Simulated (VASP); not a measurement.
A run of VASP 6.6.1 is set up as follows.

INCAR

```
SYSTEM = VMoS4
PREC = Accurate ; ENCUT = 520
EDIFF = 1E-6 ; ISMEAR = 0
SIGMA = 0.1 ; LREAL = .FALSE.
LASPH = .TRUE. ; NELM = 150
ALGO = Normal ; ISIF = 2
LWAVE = .FALSE. ; LCHARG = .TRUE.
ISPIN = 2 ; MAGMOM = 2 1 0 0 0 0
LORBIT = 11 ; LMAXMIX = 4
GGA = PE ; LELF = .TRUE.
LVHAR = .TRUE. ; NBANDS = 38
```

KPOINTS

```
Automatic mesh
0
G
  4 4 4
  0 0 0
```

Contents of POSCAR:

```
VMoS4
1.0
    0.0000000000      3.9060868500      3.9060868500
    3.9060868500      0.0000000000      3.9060868500
    3.9060868500      3.9060868500      0.0000000000
V Mo S
1 1 4
Direct
    0.2500000000      0.2500000000      0.2500000000
    0.0000000000      0.0000000000      0.0000000000
    0.1239169200      0.6253610300      0.6253610300
    0.6253610300      0.1239169200      0.6253610300
    0.6253610300      0.6253610300      0.1239169200
    0.6253610300      0.6253610300      0.6253610300
```

Potentials or basis: VASP PAW PBE potentials, release 64 (V_sv, Mo_sv, S).

The run is started by

```bash
$ cat potpaw_PBE.64/V_sv/POTCAR potpaw_PBE.64/Mo_sv/POTCAR potpaw_PBE.64/S/POTCAR > POTCAR
$ mpirun -np 1 vasp_std > vasp.out
```

(1) Estimate the pressure.

(2) Estimate the net moment.

Answers

(1) -15.6 GPa.

(2) 0.01 μB per cell.

Caveat: the cell stands under tension; the moments typed at the start vanished in this run.
